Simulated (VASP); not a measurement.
Here is a VASP 6.6.1 calculation.

POSCAR

```
Rb
1.0
   -2.8025000000      2.8025000000      2.8025000000
    2.8025000000     -2.8025000000      2.8025000000
    2.8025000000      2.8025000000     -2.8025000000
Rb
1
Direct
    0.0000000000      0.0000000000      0.0000000000
```

File INCAR.step1:

```
  ALGO = Normal
  EDIFF = 1E-4
  ENCUT = 600
  GGA = PE
  ISMEAR = 0
  LASPH = True
  LCHARG = False
  LREAL = False
  LWAVE = True
  NELM = 100
  PREC = Accurate
  SIGMA = 0.1
```

File INCAR.step2:

```
  ALGO = Normal
  BPARAM = 11.95
  CPARAM = 0.0093
  EDIFF = 1E-6
  EDIFFG = -0.002
  ENCUT = 600
  IBRION = 2
  ISIF = 3
  ISMEAR = 0
  ISTART = 1
  IVDW_NL = 2
  LASPH = True
  LCHARG = False
  LMIXTAU = True
  LREAL = False
  LUSE_VDW = True
  LWAVE = False
  METAGGA = R2SCAN
  NELM = 100
  NSW = 100
  PREC = Accurate
  SIGMA = 0.1
```

Contents of KPOINTS:

```
k-points
0
Gamma
  10 10 10
```

Potentials or basis: VASP PAW PBE potentials, release 64 (Rb_sv).

Launch:

```console
$ cat potpaw_PBE.64/Rb_sv/POTCAR > POTCAR
$ cp INCAR.step1 INCAR
$ mpirun -np 1 vasp_std > vasp.out
$ cp INCAR.step2 INCAR
$ mpirun -np 1 vasp_std > vasp.out
```

Problem. Predict the space group after relaxing (to 0.1 Å).

Solution. Im-3m (No. 229).

Problem. Estimate the relaxed cell.

Solution. a = 4.928 Å, b = 4.928 Å, c = 4.928 Å, α = 109.47°, β = 109.47°, γ = 109.47°.

Problem. Predict the band gap on the k mesh.

Solution. Zero (an odd number of electrons rules out a gap without spin polarisation).

The path:
```tsv
step	energy change (eV)	largest force (eV/Å)	pressure (GPa)	volume (Å³)
1	0.0000	0.0000	0.14	88.04
2	-0.0007	0.0000	0.10	89.02
3	-0.0017	0.0000	0.01	91.76
4	-0.0017	0.0000	0.00	92.13
```

Caveat: the PAW data sets were made with another functional, which shifts forces and pressure a little. Zero-point motion and thermal expansion aren't in these numbers.
